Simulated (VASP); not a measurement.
WCl4F2: single point with PBE

The system is WCl4F2.

```
CELL_PARAMETERS angstrom
-3.62260 3.62260 3.90021
3.62260 -3.62260 3.90021
3.62260 3.62260 -3.90021
ATOMIC_POSITIONS crystal
W 0.00000 0.00000 0.00000
Cl 0.77555 0.22445 0.00000
Cl 0.77555 0.77555 0.55111
Cl 0.22445 0.22445 0.44889
Cl 0.22445 0.77555 0.00000
F 0.76097 0.76097 0.00000
F 0.23903 0.23903 0.00000
```

```yaml
Program: VASP 6.6.1
Task: single point
Functional: PBE
Potentials_or_basis: VASP PAW PBE potentials, release 64 (W_sv, Cl, F)
Cutoff: 520 eV
k_mesh: 3 × 3 × 3
Occupations: gaussian, width 0.15 eV
Spin: no spin polarisation
Dipole_correction: no
Further_INCAR_settings: ALGO = Normal; EDIFF = 1e-07; NBANDS = 37
```

```
Pressure               : 0.5 GPa
Largest force          : 0.450 eV/Å
Band gap on the k mesh : 1.62 eV (least direct gap 1.67 eV)
```

Forces in eV/Å, atoms in the order of the input:
```
W    0.000  0.000  0.000
Cl  -0.038  0.038  0.000
Cl   0.038  0.038  0.000
Cl  -0.038 -0.038  0.000
Cl   0.038 -0.038  0.000
F    0.000  0.000 -0.450
F    0.000  0.000  0.450
```

Stress tensor (GPa, compression positive):
```
-0.03  0.00  0.00
 0.00 -0.03  0.00
 0.00  0.00  1.54
```

Levels at points of the mesh, in eV from the valence-band top:
```
           k point  band 26  band 27  band 28  band 29  band 30  band 31
(0.00, 0.00, 0.00)    -0.66    -0.47     0.00     1.68     2.19     2.19
```

Run time: 2.1 min on 1 thread of Intel Xeon 8259CL, with other jobs on the host, peak memory 0.3 GiB.

Caveat: spin-orbit coupling is left out, which moves the levels of the heavy elements. A k mesh can miss the band edges.
